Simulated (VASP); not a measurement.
# Mg: relaxation of shape and atoms at fixed volume with PBEsol

The system is Mg.

```
CELL_PARAMETERS angstrom
3.24970 0.00000 0.00000
-1.62485 2.81432 0.00000
0.00000 0.00000 5.21389
ATOMIC_POSITIONS crystal
Mg 0.33333 0.66667 0.25000
Mg 0.66667 0.33333 0.75000
```

| Property | Result |
| --- | --- |
| Program | VASP 6.6.1 |
| Task | relaxation of shape and atoms at fixed volume |
| Functional | PBEsol |
| Potentials or basis | VASP PAW PBE potentials, release 64 (Mg) |
| Cutoff | 600 eV |
| k mesh | 18 × 18 × 8 |
| Occupations | gaussian, width 0.1 eV |
| Spin | no spin polarisation |
| Dipole correction | no |
| Further INCAR settings | ALGO = Normal; EDIFF = 1e-06; IBRION = 2; EDIFFG = -0.01; NSW = 50; ISIF = 4 |

```yaml
Pressure_after_relaxing: -2.0 GPa
Band_gap_on_the_k_mesh: zero (bands 2 and 3 overlap by 2.15 eV)
```

Final structure:
```yaml
crystal:
  lattice:
    - [3.24970, 0.00000, 0.00000]
    - [-1.62485, 2.81432, 0.00000]
    - [0.00000, 0.00000, 5.21389]
  atoms:
    - { symbol: Mg, position: [0.33333, 0.66667, 0.25000] }
    - { symbol: Mg, position: [0.66667, 0.33333, 0.75000] }
```

Levels at points of the mesh, in eV from the Fermi level:
```tsv
k point	band 1	band 2	band 3	band 4	band 5	band 6
(0.00, 0.00, 0.00)	-6.78	-1.57	-1.14	10.58	10.58	10.59
(0.50, 0.00, 0.00)	-2.15	-2.12	2.61	3.02	3.24	3.64
(0.00, 0.00, 0.50)	-5.40	-5.40	5.09	5.09	11.33	11.33
(0.50, 0.00, 0.50)	-1.08	-1.08	-0.48	-0.48	7.73	7.73
```

Run time: 30 s on 1 thread of Intel(R) Xeon(R) Platinum 8124M CPU @ 3.00GHz (Skylake/Cascade Lake), on a shared host, peak memory 0.22 GiB.

Caveat: the relaxation stopped at its first step, so nothing moved; the PAW data sets were made with another functional, which shifts forces and pressure a little.
